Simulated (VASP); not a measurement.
Sr: single point with BLYP

Sr:

```
CELL_PARAMETERS angstrom
-2.37130 2.37130 2.37130
2.37130 -2.37130 2.37130
2.37130 2.37130 -2.37130
ATOMIC_POSITIONS crystal
Sr 0.00000 0.00000 0.00000
```

This isn't the form of Sr at room conditions, which is fcc.

```yaml
Program: VASP 6.6.1
Task: single point
Functional: BLYP
Potentials_or_basis: VASP PAW PBE potentials, release 64 (Sr_sv)
Cutoff: 520 eV
k_mesh: 11 × 11 × 11
Occupations: fermi-dirac, width 0.1 eV
Spin: no spin polarisation
```

* Pressure: 0.5 GPa
* Band gap on the k mesh: zero (bands 5 and 6 overlap by 0.51 eV)

Levels at points of the mesh, in eV from the Fermi level:
| k point | band 1 | band 2 | band 3 | band 4 | band 5 | band 6 | band 7 | band 8 | band 9 | band 10 |
| --- | --- | --- | --- | --- | --- | --- | --- | --- | --- | --- |
| (0.00, 0.00, 0.00) | -36.62 | -18.56 | -18.56 | -18.56 | -3.62 | 2.27 | 2.27 | 2.27 | 3.58 | 3.58 |

Wall time 51 s on 1 thread of Intel Xeon 8259CL, with other jobs on the host, peak memory 0.19 GiB.

Caveat: the PAW data sets were made with another functional, which shifts forces and pressure a little.
